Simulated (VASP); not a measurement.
Runs of VASP 6.6.1 on WC. The structure is that of space group Fm-3m (No. 225), or close to it. The cells are those of the table. 

| task | level | potentials or basis | cell | cutoff (eV) | second run | gap on the mesh (eV) | pressure (GPa) | relaxed volume (Å³/atom) |
| --- | --- | --- | --- | --- | --- | --- | --- | --- |
| relaxation of cell and atoms | PBEsol | VASP PAW PBE potentials, release 64 (W_sv, C) | relaxed from a = 3.101 Å, angles 60.0°, 2 atoms | 600 | - | - | -0.1 | 10.29 |
| single point | PBEsol+D3(BJ) | VASP PAW PBE potentials, release 64 (W_sv, C) | a = 3.055 Å, angles 60.0°, 2 atoms | 520 | - | none | 1.2 | - |
| single point | LDA | VASP PAW LDA potentials, release 64 (W_sv, C) | a = 3.057 Å, angles 60.0°, 2 atoms | 520 | - | none | 2.4 | - |
| single point | PBEsol | VASP PAW PBE potentials, release 64 (W_sv, C_h) | a = 3.073 Å, angles 60.0°, 2 atoms | 910 | hard_potentials | none | (a) | - |
| relaxation of cell and atoms | LDA | VASP PAW LDA potentials, release 64 (W_sv, C) | relaxed from a = 3.101 Å, angles 60.0°, 2 atoms | 600 | - | - | -0.1 | 10.16 |
| single point | PBEsol+D3(BJ) | VASP PAW PBE potentials, release 64 (W_sv, C_h) | a = 3.055 Å, angles 60.0°, 2 atoms | 910 | hard_potentials | none | 1.1 | - |
| single point | PBEsol | VASP PAW PBE potentials, release 64 (W_sv, C) | a = 3.073 Å, angles 60.0°, 2 atoms | 520 | - | none | 1.1 | - |
| relaxation of cell and atoms | PBEsol+D3(BJ) | VASP PAW PBE potentials, release 64 (W_sv, C) | relaxed from a = 3.101 Å, angles 60.0°, 2 atoms | 600 | - | - | -0.1 | (b) |
| single point | LDA | VASP PAW LDA potentials, release 64 (W_sv, C_h) | a = 3.057 Å, angles 60.0°, 2 atoms | 910 | hard_potentials | none | 2.3 | - |

Alike in all rows: no spin polarisation; k mesh 11 × 11 × 11; smearing fermi-dirac 0.1 eV.

Problem. Fill in the values left out.

Solution. (a) 1.0; (b) 10.11.

Caveats: spin-orbit coupling is left out, which moves the levels of the heavy elements; the PAW data sets were made with another functional, which shifts forces and pressure a little (some runs); the bands computed are all filled at some k points, so no gap is given (some runs); the cutoff is under 1.25 times the usual one of these potentials, so pressure, stress and relaxed cells hold a basis-set (Pulay) error (some runs); pairwise dispersion overbinds metals, which lowers pressure and volume (some runs).

A k mesh can miss the band edges, and the runs leave out spin-orbit coupling on W.

A gap of «none» marks levels without a gap at the run's occupations.
